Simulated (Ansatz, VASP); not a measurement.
**One calculation of Nb, two programs**

```xyz
1
Lattice="-1.6186 1.6186 1.6186 1.6186 -1.6186 1.6186 1.6186 1.6186 -1.6186" Properties=species:S:1:pos:R:3 pbc="T T T"
Nb    0.0000    0.0000    0.0000
```

Alike in both runs: task single point; functional PBE; k mesh 8 × 8 × 8; occupations gaussian, width 0.1 eV; no spin polarisation.

```csv
,VASP,Ansatz
version,VASP 6.6.1,Ansatz 0.2.0
potentials or method,"VASP PAW PBE potentials, release 64 (Nb_sv), cutoff 500 eV","scalar-relativistic, plane waves, PAW"
valence electrons in the cell,13,13
```

Ansatz gave:

| Property | Result |
| --- | --- |
| gap on the k mesh at the Fermi level (eV) | none |
| pressure (GPa) | 14.0 |

**Question.** Estimate VASP's values.

**Answer.** gap on the k mesh at the Fermi level (eV): none; pressure (GPa): 13.5.

A gap of «none» marks a metal or a gap that the smearing closes.
